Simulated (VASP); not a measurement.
Crystal: Cu3O2.

```
CELL_PARAMETERS angstrom
-2.02298 2.02298 3.67362
2.02298 -2.02298 3.67362
2.02298 2.02298 -3.67362
ATOMIC_POSITIONS crystal
Cu 0.00000 0.00000 0.00000
Cu 0.75000 0.25000 0.50000
Cu 0.25000 0.75000 0.50000
O 0.50000 0.00000 0.50000
O 0.00000 0.50000 0.50000
```

Base run:

| Item | Value |
| --- | --- |
| Program | VASP 6.6.1 |
| Functional | LDA |
| Potentials or basis | VASP PAW LDA potentials, release 64 (Cu_sv_GW, O) |
| Cutoff | 700 eV |
| k mesh | 9 × 9 × 9 |
| Occupations | fermi-dirac, width 0.05 eV |
| Spin | no spin polarisation |

Its results: band gap on the k mesh zero (an odd number of electrons rules out a gap without spin polarisation); pressure -14.4 GPa.

Question: The run is repeated on the same cell with these changes: functional from LDA to PBE; potentials or basis from VASP PAW LDA potentials, release 64 (Cu_sv_GW, O) to VASP PAW PBE potentials, release 64 (Cu_sv_GW, O). What comes out?

Answer: Band gap on the k mesh zero (an odd number of electrons rules out a gap without spin polarisation); pressure -2.3 GPa.

Caveats: an odd number of electrons without spin polarisation forces a metal; a magnetic or distorted state may lie lower; the cell stands under tension (at least some runs).
